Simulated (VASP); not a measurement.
# Rb (Im-3m) in VASP: a series of runs, part 2 of 2

VASP 6.6.1. The steps go on from the part before.

### 3 Single point, PBEsol (strained)

Contents of INCAR:

```
SYSTEM = Rb
PREC = Accurate
ENCUT = 520
EDIFF = 1E-6
ISMEAR = 0
SIGMA = 0.1
LREAL = .FALSE.
LASPH = .TRUE.
NELM = 60
ALGO = Normal
ISIF = 2
LWAVE = .FALSE.
LCHARG = .FALSE.
GGA = PS
NBANDS = 10
```

Contents of KPOINTS:

```
Automatic mesh
0
G
  10 10 10
  0 0 0
```

Contents of POSCAR:

```
Rb
1.0
   -2.8585283200      2.8585283200      2.8585283200
    2.8585283200     -2.8585283200      2.8585283200
    2.8585283200      2.8585283200     -2.8585283200
Rb
1
Direct
    0.0000000000      0.0000000000      0.0000000000
```

Potentials or basis: VASP PAW PBE potentials, release 64 (Rb_sv).

The run is started by

```
$ cat potpaw_PBE.64/Rb_sv/POTCAR > POTCAR
$ mpirun -np 1 vasp_std > vasp.out
```

OUTCAR:

```text
SYSTEM = Rb
   PREC = Accurate
   ENCUT = 520
   EDIFF = 1E-6
   ISMEAR = 0
   LREAL = .FALSE.
   LASPH = .TRUE.
   NELM = 60
   ISIF = 2
   GGA = PS

 ion  position               nearest neighbor table
   1  0.000  0.000  0.000-

  LATTYP: Found a body centered cubic cell.
 ALAT       =     5.7170566400

  Lattice vectors:

 A1 = (  -2.8585283200,   2.8585283200,   2.8585283200)
 A2 = (   2.8585283200,  -2.8585283200,   2.8585283200)
 A3 = (   2.8585283200,   2.8585283200,  -2.8585283200)

Analysis of symmetry for initial positions (statically):
=====================================================================
 Subroutine PRICEL returns:
 Original cell was already a primitive cell.

 Routine SETGRP: Setting up the symmetry group for a
 body centered cubic supercell.

 Subroutine GETGRP returns: Found 48 space group operations
 (whereof 48 operations were pure point group operations)
 out of a pool of 48 trial point group operations.

The static configuration has the point symmetry O_h .

Analysis of symmetry for dynamics (positions and initial velocities):
=====================================================================
 Subroutine PRICEL returns:
 Original cell was already a primitive cell.

 Routine SETGRP: Setting up the symmetry group for a
 body centered cubic supercell.

 Subroutine GETGRP returns: Found 48 space group operations
 (whereof 48 operations were pure point group operations)
 out of a pool of 48 trial point group operations.

The dynamic configuration has the point symmetry O_h .

 Subroutine INISYM returns: Found 48 space group operations
 (whereof 48 operations are pure point group operations),
 and found     1 'primitive' translations

----------------------------------------------------------------------------------------

                                     Primitive cell
[... 112 lines left out ...]
  Thomas-Fermi vector in A             =   1.847214
   LORBIT       =      0    0 simple, 1 ext, 2 COOP (PROOUT), +10 PAW based schemes
   GGA     = PS    functional components
   LHFCALC =     F    Hartree Fock is set to
   AEXX    =    0.0000 exact exchange contribution
   IVDW    =     0    specifies the selected vdW correction
   LEPSILON=     F    determine dielectric tensor
   LRPA    =     F    only Hartree local field effects (RPA)
 non-spin polarized calculation
 Gauss-broadening in eV      SIGMA  =   0.10
  energy-cutoff  :      520.00
  volume of cell :       93.43
 maximum number of plane-waves:      2529
 NGX is ok and might be reduce to    40
   NGX = 19   NGY = 19   NGZ = 19

 number of electron       9.0000000 magnetization

 Free energy of the ion-electron system (eV)
  ---------------------------------------------------
  ext. energy  EPLUGINS =         0.00000000
  ---------------------------------------------------
  free energy    TOTEN  =        -1.01982585 eV

  energy without entropy =       -1.01362263  energy(sigma->0) =       -1.01672424

 E-fermi :  -0.1086     XC(G=0):  -5.4559

 val. band max:       -0.1112037571   @ k =  -0.3000   0.4000   0.2000
 cond. band min:      -0.0294816687   @ k =  -0.4000   0.4000   0.2000
 fundamental gap:      0.0817220885
 Fermi energy:        -0.1086315582

 k-point     1 :       0.0000    0.0000    0.0000
  band No.  band energies     occupation
      1     -28.9828      2.00000
      2     -13.0320      2.00000
      3     -13.0320      2.00000
      4     -13.0320      2.00000
      5      -2.0491      2.00000
      6       3.5469      0.00000
      7       3.5469      0.00000
      8       3.5469      0.00000
      9       4.4743      0.00000
     10       4.4743      0.00000
[... 287 lines left out ...]
 k-point    24 :      -0.3000    0.3000    0.1000
  band No.  band energies     occupation
      1     -28.9801      2.00000
      2     -13.0887      2.00000
      3     -13.0545      2.00000
      4     -13.0386      2.00000
      5      -0.9672      2.00000
      6       1.9980      0.00000
      7       2.7817      0.00000
      8       3.6189      0.00000
      9       4.4564      0.00000
     10       4.8834      0.00000

 [... further k-points ...]

------------------------ aborting loop because EDIFF is reached ----------------------------------------

  FORCE on cell =-STRESS in cart. coord.  units (eV):
  Direction    XX          YY          ZZ          XY          YZ          ZX
  --------------------------------------------------------------------------------------
  -------------------------------------------------------------------------------------
  Total       -0.1130022     -0.1130022     -0.1130022     -0.0000000     -0.0000000      0.0000000
  in kB       -1.9378046     -1.9378046     -1.9378046     -0.0000000     -0.0000000      0.0000000
  external PRESSURE =      -1.9378046 kB  Pullay stress =       0.0000000 kB

 VOLUME and BASIS-vectors are now :
 -----------------------------------------------------------------------------
  energy-cutoff  :      520.00
  volume of cell :       93.43
      direct lattice vectors                 reciprocal lattice vectors
    -2.858528320  2.858528320  2.858528320     0.000000000  0.174915182  0.174915182
     2.858528320 -2.858528320  2.858528320     0.174915182  0.000000000  0.174915182
     2.858528320  2.858528320 -2.858528320     0.174915182  0.174915182  0.000000000

 POSITION                                       TOTAL-FORCE (eV/Angst)
 -----------------------------------------------------------------------------------
      0.00000      0.00000      0.00000         0.000000      0.000000     -0.000000
 -----------------------------------------------------------------------------------
    total drift:                               -0.000000      0.000000     -0.000000

  FREE ENERGIE OF THE ION-ELECTRON SYSTEM (eV)
  ---------------------------------------------------
  free  energy   TOTEN  =        -1.0198258537 eV

  energy  without entropy=       -1.0136226313  energy(sigma->0) =       -1.01672424
```

OSZICAR:

```text
N       E                     dE             d eps       ncg     rms          rms(c)
DAV:   1     0.451315228573E+02    0.45132E+02   -0.32233E+03   940   0.655E+02
DAV:   2     0.216820271036E+01   -0.42963E+02   -0.41925E+02  1024   0.124E+02
DAV:   3    -0.883949000554E+00   -0.30522E+01   -0.30465E+01  1218   0.345E+01
DAV:   4    -0.101682276260E+01   -0.13287E+00   -0.13257E+00  1328   0.617E+00
DAV:   5    -0.101935873997E+01   -0.25360E-02   -0.25357E-02  1270   0.783E-01    0.107E+00
DAV:   6    -0.101928778439E+01    0.70956E-04   -0.24763E-03  1370   0.284E-01    0.644E-01
DAV:   7    -0.101972745294E+01   -0.43967E-03   -0.34970E-03  1302   0.339E-01    0.502E-02
DAV:   8    -0.101981598558E+01   -0.88533E-04   -0.11972E-04  1102   0.921E-02    0.182E-02
DAV:   9    -0.101982612592E+01   -0.10140E-04   -0.13055E-05  1346   0.271E-02    0.628E-03
DAV:  10    -0.101982585371E+01    0.27221E-06   -0.31122E-06  1100   0.988E-03
   1 F= -.10198259E+01 E0= -.10167242E+01  d E =-.620322E-02
```

stdout:

```text
POSCAR found type information on POSCAR Rb
 POSCAR found :  1 types and       1 ions
 scaLAPACK will be used
 -----------------------------------------------------------------------------
|                                                                             |
|                                                                             |
|     You enforced a specific xc type in the INCAR file but a different       |
|     I HOPE YOU KNOW WHAT YOU ARE DOING!                                     |
|                                                                             |
 -----------------------------------------------------------------------------

 LDA part: xc-table for (Slater+PW92), standard interpolation
 POSCAR, INCAR and KPOINTS ok, starting setup
 FFT: planning ... GRIDC
 FFT: planning ... GRID_SOFT
 FFT: planning ... GRID
 WAVECAR not read
 entering main loop
```

Run time: 64 s. Hardware: 1 thread of Intel Xeon 8259CL, shared host; peak memory 0.24 GiB.

What came out:

- Free energy: -1.0198 eV
- Pressure: -0.2 GPa
- Band gap on the k mesh: zero (an odd number of electrons rules out a gap without spin polarisation)

Levels at points of the mesh, in eV from the Fermi level:
| k point | band 2 | band 3 | band 4 | band 5 | band 6 | band 7 | band 8 | band 9 |
| --- | --- | --- | --- | --- | --- | --- | --- | --- |
| (0.00, 0.00, 0.00) | -12.92 | -12.92 | -12.92 | -1.94 | 3.66 | 3.66 | 3.66 | 4.58 |
| (0.50, 0.00, 0.00) | -13.01 | -12.95 | -12.92 | 0.24 | 0.76 | 2.58 | 4.20 | 5.09 |
| (0.50, 0.50, 0.50) | -12.99 | -12.99 | -12.99 | 1.28 | 1.28 | 3.17 | 3.17 | 3.17 |

Caveat: the cell differs from its parent crystal (strained); the PAW data sets were made with another functional, which shifts forces and pressure a little.

### 4 Single point, PBEsol (strained)

Contents of INCAR:

```
SYSTEM = Rb
PREC = Accurate
ENCUT = 520
EDIFF = 1E-6
ISMEAR = 0
SIGMA = 0.1
LREAL = .False.
LASPH = .True.
NELM = 100
ALGO = Fast
ISIF = 2
LWAVE = .False.
LCHARG = .True.
GGA = PS
LELF = .True.
LVHAR = .True.
NBANDS = 10
```

Contents of KPOINTS:

```
regular mesh
0
Gamma
  10 10 10
  0 0 0
```

Contents of POSCAR:

```
Rb
1.0
   -2.8630179200      2.8630179200      2.8630179200
    2.8630179200     -2.8630179200      2.8630179200
    2.8630179200      2.8630179200     -2.8630179200
Rb
1
Direct
    0.0000000000      0.0000000000      0.0000000000
```

The run is started by

```
$ cat potpaw_PBE.64/Rb_sv/POTCAR > POTCAR
$ mpirun -np 1 vasp_std > vasp.out
```

It took 91 s on 1 thread of Intel Xeon 8259CL, shared host; peak memory 0.25 GiB.

It converged, with:

```
Free energy            : -1.0193 eV
Pressure               : -0.2 GPa
Band gap on the k mesh : zero (an odd number of electrons rules out a gap without spin polarisation)
```

Levels at points of the mesh, in eV from the Fermi level:
```tsv
k point	band 3	band 4	band 5	band 6	band 7	band 8
(0.00, 0.00, 0.00)	-12.93	-12.93	-1.93	3.65	3.65	3.65
(0.50, 0.00, 0.00)	-12.96	-12.93	0.24	0.76	2.58	4.19
(0.50, 0.50, 0.50)	-12.99	-12.99	1.28	1.28	3.16	3.16
```

Caveat: the cell differs from its parent crystal (strained); the PAW data sets were made with another functional, which shifts forces and pressure a little.

### 5 Summary

| cell | gap on the mesh (eV) | pressure (GPa) |
| --- | --- | --- |
| a = 4.778 Å, angles 109.5°, 1 atom | none | 0.1 |
| a = 4.951 Å, angles 109.5°, 1 atom | none | -0.2 |
| a = 4.959 Å, angles 109.5°, 1 atom | none | -0.2 |

Alike in all rows: task single point; level PBEsol; potentials or basis VASP PAW PBE potentials, release 64 (Rb_sv); no spin polarisation; k mesh 10 × 10 × 10; cutoff (eV) 520; smearing gaussian 0.1 eV.

Caveats: the PAW data sets were made with another functional, which shifts forces and pressure a little.

Total energies depend on the potentials used, so only differences within one code and one set of settings carry meaning.
